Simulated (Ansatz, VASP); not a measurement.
**Zr: VASP beside Ansatz**

Contents of INCAR:

```
SYSTEM = Zr
PREC = Accurate ; ENCUT = 600
EDIFF = 1E-7 ; ISMEAR = 0
SIGMA = 0.05 ; LREAL = .False.
LASPH = .True. ; NELM = 60
ALGO = Normal ; ISIF = 3
LWAVE = .False. ; LCHARG = .False.
GGA = PS ; IBRION = 2
NSW = 80 ; EDIFFG = -0.01
```

File KPOINTS:

```
Automatic mesh
0
Gamma
  16 16 8
  0 0 0
```

POSCAR

```
Zr
1.0
    3.2300000000      0.0000000000      0.0000000000
   -1.6150000000      2.7972620542      0.0000000000
    0.0000000000      0.0000000000      5.1453900000
Zr
2
Direct
    0.3333333333      0.6666666667      0.7500000000
    0.6666666667      0.3333333333      0.2500000000
```

Input for Ansatz:

```yaml
crystal:
  lattice:
    - [3.23, 0.0, 0.0]
    - [-1.615, 2.7972620542, 0.0]
    - [0.0, 0.0, 5.14539]
  atoms:
    - { symbol: Zr, position: [0.3333333333, 0.6666666667, 0.75] }
    - { symbol: Zr, position: [0.6666666667, 0.3333333333, 0.25] }
basis:
  ecutwfc: 420
  ecutrho_ratio: 4
kpoints:
  mp_grid: { grid: [16, 16, 8] }
hamiltonian:
  xc: pbesol
scf:
  occupations: { method: gaussian, width: 0.05 }
output:
  forces: true
  stress: true
  eigenvalues: true
relax:
  f_tol: 0.01
  max_steps: 60
  cell: { stress_tol: 0.15 }
```

Alike in both runs: task relaxation of cell and atoms; functional PBEsol; k mesh 16 × 16 × 8; occupations gaussian, width 0.05 eV; no spin polarisation.

|  | VASP | Ansatz |
| --- | --- | --- |
| version | VASP 6.6.1 | Ansatz 0.2.0 |
| potentials or method | VASP PAW PBE potentials, release 64 (Zr_sv), cutoff 600 eV | scalar-relativistic, plane waves, PAW |
| valence electrons in the cell | 24 | 24 |

```csv
,VASP,Ansatz,Ansatz less VASP
relaxed volume (Å³/atom),22.48,22.47,-0.008
relaxed length of the cell vector where the two differ most in proportion (Å),5.109,5.107,-0.0016
```

VASP's potentials were made for PBE, not for PBEsol.
